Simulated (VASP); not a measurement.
# LiCl (Fm-3m) in VASP: notebook, part 2 of 2

VASP 6.6.1. The steps go on from the part before.

## 4. Relaxation of cell and atoms, PBEsol, target pressure 20 GPa, at which the enthalpy is minimised

Input file INCAR:

```
SYSTEM = LiCl
PREC     = Accurate       ! precision mode
ENCUT    = 600            ! plane-wave cutoff, eV
EDIFF    = 1E-6           ! SCF threshold, eV
ISMEAR   = -1             ! smearing method
SIGMA    = 0.05           ! smearing width, eV
LREAL    = .False.        ! projectors in reciprocal space
LASPH    = .True.         ! aspherical terms in the spheres
NELM     = 60             ! most SCF steps
ALGO     = Normal         ! electronic algorithm
ISIF     = 3              ! what is computed and relaxed
LWAVE    = .False.        ! write WAVECAR
LCHARG   = .False.        ! write CHGCAR
GGA      = PS             ! functional
IBRION   = 2              ! ionic algorithm
NSW      = 80             ! ionic steps
EDIFFG   = -0.02          ! ionic threshold
PSTRESS  = 200.0
```

Input file KPOINTS:

```
regular mesh
0
Gamma
  9 9 9
  0 0 0
```

Input file POSCAR:

```
LiCl
1.0
    0.0000000000      2.5647700000      2.5647700000
    2.5647700000      0.0000000000      2.5647700000
    2.5647700000      2.5647700000      0.0000000000
Cl Li
1 1
Direct
    0.5000000000      0.5000000000      0.5000000000
    0.0000000000      0.0000000000      0.0000000000
```

Started as:

```console
$ cat potpaw_PBE.64/Cl/POTCAR potpaw_PBE.64/Li_sv/POTCAR > POTCAR
$ mpirun -np 1 vasp_std > vasp.out
```

Run time: 54 s. Hardware: 1 thread of Intel Xeon 8259CL, shared host; peak memory 0.17 GiB.

It converged, with:

* Free energy: -7.2421 eV
* Relaxed volume: 12.04 Å³/atom
* Relaxed cell: a = 3.242 Å, b = 3.242 Å, c = 3.242 Å, α = 60.00°, β = 60.00°, γ = 60.00°
* Space group after relaxing (to 0.05 Å): Fm-3m (No. 225)
* Energy change on relaxing (the enthalpy is what falls): +196.3 meV/atom
* Ionic steps: 3
* Pressure after relaxing: 20.0 GPa
* Band gap on the k mesh: 6.89 eV, indirect (least direct gap 7.33 eV)

Step by step:
| step | energy change (eV) | largest force (eV/Å) | pressure (GPa) | volume (Å³) |
| --- | --- | --- | --- | --- |
| 1 | 0.0000 | 0.0000 | -1.30 | 33.74 |
| 2 | 0.4124 | 0.0000 | 20.77 | 23.93 |
| 3 | 0.3926 | 0.0000 | 20.03 | 24.09 |

Final structure:
```
Cl Li
1.0
     0.00000    2.29225    2.29225
     2.29225    0.00000    2.29225
     2.29225    2.29225    0.00000
Cl Li
1 1
Direct
  0.50000 0.50000 0.50000
  0.00000 0.00000 0.00000
```

Levels at points of the mesh, in eV from the valence-band top:
```csv
k point,band 2,band 3,band 4,band 5,band 6,band 7,band 8,band 9
"(0.00, 0.00, 0.00)",-14.98,0.00,0.00,0.00,8.61,11.89,11.89,11.89
```

Caveat: the cutoff is under 1.25 times the usual one of these potentials, so pressure, stress and relaxed cells hold a basis-set (Pulay) error; the cell is relaxed towards a set pressure, so the enthalpy falls and the energy may rise; the volume moved by over 15 % at a fixed basis, so the end points are rough; the PAW data sets were made with another functional, which shifts forces and pressure a little. A k mesh can miss the band edges.

## 5. Relaxation of cell and atoms, PBEsol, target pressure 30 GPa, at which the enthalpy is minimised

Edit INCAR of step 4 so:

```diff
@@ -8,3 +8,3 @@
 LASPH    = .True.         ! aspherical terms in the spheres
-NELM     = 60             ! most SCF steps
+NELM     = 100            ! most SCF steps
 ALGO     = Normal         ! electronic algorithm
@@ -17,2 +17,2 @@
 EDIFFG   = -0.02          ! ionic threshold
-PSTRESS  = 200.0
+PSTRESS  = 300.0
```

KPOINTS is that of step 4.

POSCAR is that of step 4.

Potentials or basis: VASP PAW PBE potentials, release 64 (Cl, Li_sv).

Started as:

```console
$ cat potpaw_PBE.64/Cl/POTCAR potpaw_PBE.64/Li_sv/POTCAR > POTCAR
$ mpirun -np 1 vasp_std > vasp.out
```

OUTCAR:

```text
SYSTEM = LiCl
   PREC = Accurate
   ENCUT = 600
   EDIFF = 1E-6
   ISMEAR = -1
   LREAL = .False.
   LASPH = .True.
   NELM = 100
   ISIF = 3
   GGA = PS
   IBRION = 2
   NSW = 80
   EDIFFG = -0.02
   PSTRESS = 300.0

 ion  position               nearest neighbor table
   1  0.500  0.500  0.500-   2 2.56   2 2.56   2 2.56   2 2.56   2 2.56   2 2.56
   2  0.000  0.000  0.000-   1 2.56   1 2.56   1 2.56   1 2.56   1 2.56   1 2.56

  LATTYP: Found a face centered cubic cell.
 ALAT       =     5.1295400000

  Lattice vectors:

 A1 = (   0.0000000000,   2.5647700000,   2.5647700000)
 A2 = (   2.5647700000,   0.0000000000,   2.5647700000)
 A3 = (   2.5647700000,   2.5647700000,   0.0000000000)

Analysis of symmetry for initial positions (statically):
=====================================================================
 Subroutine PRICEL returns:
 Original cell was already a primitive cell.
[... 177 lines left out ...]
 fundamental gap:      6.1359180995
 Fermi energy:         1.6320539476

 k-point     1 :       0.0000    0.0000    0.0000
  band No.  band energies     occupation
      1     -42.2791      2.00000
      2     -12.8585      2.00000
      3       0.5340      2.00000
      4       0.5340      2.00000
      5       0.5340      2.00000
      6       6.6700      0.00000
      7      12.3458      0.00000
      8      12.3458      0.00000
      9      12.3458      0.00000
[... 351 lines left out ...]
--------------------------------------- Ionic step        3  -------------------------------------------

 number of electron      10.0000001 magnetization

 Free energy of the ion-electron system (eV)
  ---------------------------------------------------
  ext. energy  EPLUGINS =         0.00000000
  ---------------------------------------------------
  free energy    TOTEN  =        -6.95841657 eV

  energy without entropy =       -6.95841657  energy(sigma->0) =       -6.95841657

 E-fermi :   5.7193     XC(G=0): -10.8305

 val. band max:        4.6129569063   @ k =  -0.1111   0.1111   0.0000
 cond. band min:      11.5433378749   @ k =   0.4444   0.0000   0.0000
 fundamental gap:      6.9303809686
 Fermi energy:         5.7193026198

 k-point     1 :       0.0000    0.0000    0.0000
  band No.  band energies     occupation
      1     -38.0644      2.00000
      2     -10.8628      2.00000
      3       4.6063      2.00000
      4       4.6063      2.00000
      5       4.6063      2.00000
      6      14.0060      0.00000
      7      16.4574      0.00000
      8      16.4574      0.00000
      9      16.4574      0.00000
[... 309 lines left out ...]
  energy  without entropy=       -6.9584165701  energy(sigma->0) =       -6.95841657

  enthalpy is  TOTEN    =        -2.7910361639 eV   P V=        4.1673804063

 reached required accuracy - stopping structural energy minimisation
```

CONTCAR:

```text
LiCl
   1.00000000000000
     0.0000000000000000    2.2325823780505765    2.2325823780505765
     2.2325823780505765    0.0000000000000000    2.2325823780505765
     2.2325823780505765    2.2325823780505765    0.0000000000000000
  Cl              Li
     1     1
Direct
     0.5000000000000000    0.5000000000000000    0.5000000000000000
     0.0000000000000000    0.0000000000000000    0.0000000000000000

  0.00000000E+00  0.00000000E+00  0.00000000E+00
  0.00000000E+00  0.00000000E+00  0.00000000E+00
```

It took 58 s on 1 thread of Intel Xeon 8259CL, shared host; peak memory 0.17 GiB.

What came out:

```
Free energy                                            : -6.9584 eV
Relaxed volume                                         : 11.13 Å³/atom
Relaxed cell                                           : a = 3.157 Å, b = 3.157 Å, c = 3.157 Å, α = 60.00°, β = 60.00°, γ = 60.00°
Space group after relaxing (to 0.05 Å)                 : Fm-3m (No. 225)
Energy change on relaxing (the enthalpy is what falls) : +338.1 meV/atom
Ionic steps                                            : 3
Pressure after relaxing                                : 30.1 GPa
Band gap on the k mesh                                 : 6.93 eV, indirect (least direct gap 7.44 eV)
```

The path:
```
step  energy change (eV)  largest force (eV/Å)  pressure (GPa)  volume (Å³)
   1              0.0000                0.0000           -1.30        33.74
   2              1.2006                0.0000           48.05        20.07
   3              0.6762                0.0000           30.14        22.26
```

Final structure:
```xyz
2
Lattice="0.0000 2.2326 2.2326 2.2326 0.0000 2.2326 2.2326 2.2326 0.0000" Properties=species:S:1:pos:R:3 pbc="T T T"
Cl    2.2326    2.2326    2.2326
Li    0.0000    0.0000    0.0000
```

Levels at points of the mesh, in eV from the valence-band top:
| k point | band 1 | band 2 | band 3 | band 4 | band 5 | band 6 | band 7 | band 8 | band 9 |
| --- | --- | --- | --- | --- | --- | --- | --- | --- | --- |
| (0.00, 0.00, 0.00) | -42.68 | -15.48 | -0.01 | -0.01 | -0.01 | 9.39 | 11.84 | 11.84 | 11.84 |

Caveat: the cutoff is under 1.25 times the usual one of these potentials, so pressure, stress and relaxed cells hold a basis-set (Pulay) error; the cell is relaxed towards a set pressure, so the enthalpy falls and the energy may rise; the volume moved by over 15 % at a fixed basis, so the end points are rough; the PAW data sets were made with another functional, which shifts forces and pressure a little. A k mesh can miss the band edges.

## 6. The runs side by side

```tsv
cell	gap on the mesh (eV)	pressure (GPa)
relaxed to 5 GPa	6.75	5.0
relaxed to 10 GPa	6.81	10.0
relaxed to 20 GPa	6.89	20.0
relaxed to 30 GPa	6.93	30.1
```

Alike in all rows: task relaxation of cell and atoms; level PBEsol; potentials or basis VASP PAW PBE potentials, release 64 (Cl, Li_sv); no spin polarisation; k mesh 9 × 9 × 9; cutoff (eV) 600; smearing fermi-dirac 0.05 eV.

Caveats: the cutoff is under 1.25 times the usual one of these potentials, so pressure, stress and relaxed cells hold a basis-set (Pulay) error; the cell is relaxed towards a set pressure, so the enthalpy falls and the energy may rise; the PAW data sets were made with another functional, which shifts forces and pressure a little; the volume moved by over 15 % at a fixed basis, so the end points are rough (some runs).

Absolute energies hang on the potentials; compare differences alone.
